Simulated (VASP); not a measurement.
Write the native input for VASP 6.6.1 that does the following.

```yaml
Task: single point
Functional: PBE
Potentials_or_basis: VASP PAW PBE potentials, release 64 (Sc_sv)
Cutoff: 520 eV
k_mesh: 8 × 8 × 4
Occupations: fermi-dirac, width 0.05 eV
Spin: no spin polarisation
Dipole_correction: no
Further_INCAR_settings: ALGO = Normal; EDIFF = 1e-06; NBANDS = 18
```

The structure of Sc lies in POSCAR:

```
Sc
1.0
    3.3090000000      0.0000000000      0.0000000000
   -1.6545000000      2.8656780611      0.0000000000
    0.0000000000      0.0000000000      5.2733000000
Sc
2
Direct
    0.6666666667      0.3333333333      0.7500000000
    0.3333333333      0.6666666667      0.2500000000
```

One way to write it, as run:

INCAR

```
  ALGO = Normal
  EDIFF = 1E-6
  ENCUT = 520
  GGA = PE
  ISIF = 2
  ISMEAR = -1
  LASPH = True
  LCHARG = False
  LREAL = False
  LWAVE = False
  NBANDS = 18
  NELM = 80
  PREC = Accurate
  SIGMA = 0.05
```

KPOINTS

```
k-points
0
Gamma
  8 8 4
```

Potentials or basis: VASP PAW PBE potentials, release 64 (Sc_sv).

The run is started by

```sh
$ cat potpaw_PBE.64/Sc_sv/POTCAR > POTCAR
$ mpirun -np 1 vasp_std > vasp.out
```

It gave:

```yaml
Pressure: -0.8 GPa
Band_gap_on_the_k_mesh: zero (band 11 reaches 4.49 eV, above the bottom of band 12 at 3.14 eV)
```

Wall time 26 s on 1 thread of AMD EPYC 7R13 Processor (Zen 3) (shared host), peak memory 0.15 GiB.
